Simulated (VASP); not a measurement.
TePb, 2 atoms in the cell. It takes space group Fm-3m (No. 225, cubic). Conventional cell: a = 6.381 Å, b = 6.381 Å, c = 6.381 Å, α = 90.00°, β = 90.00°, γ = 90.00°. Within 4.2 Å of Pb (site symmetry m-3m) lie 6 Te at 3.19 Å. Te (site symmetry m-3m) has 6 Pb at 3.19 Å within 4.2 Å. 

* Program: VASP 6.6.1
* Task: single point
* Functional: LDA
* Potentials or basis: VASP PAW LDA potentials, release 64 (Pb_d, Te)
* Cutoff: 520 eV
* k mesh: 7 × 7 × 7
* Occupations: gaussian, width 0.01 eV
* Spin: no spin polarisation
* Dipole correction: no
* Further INCAR settings: ALGO = Normal; EDIFF = 1e-07; NBANDS = 17

Potentials or basis: VASP PAW LDA potentials, release 64 (Pb_d, Te).

The run is started by

```bash
$ cat potpaw_LDA.64/Pb_d/POTCAR potpaw_LDA.64/Te/POTCAR > POTCAR
$ mpirun -np 1 vasp_std > vasp.out
```

Hardware: 1 thread of Intel(R) Xeon(R) Platinum 8259CL CPU @ 2.50GHz (Skylake/Cascade Lake), on a shared host.

Task: Estimate the wall time of this run.

Result: It took 18 s on 1 thread of Intel(R) Xeon(R) Platinum 8259CL CPU @ 2.50GHz (Skylake/Cascade Lake), with other jobs on the host, peak memory 0.18 GiB. Counts: scf iterations 13, k points 20.
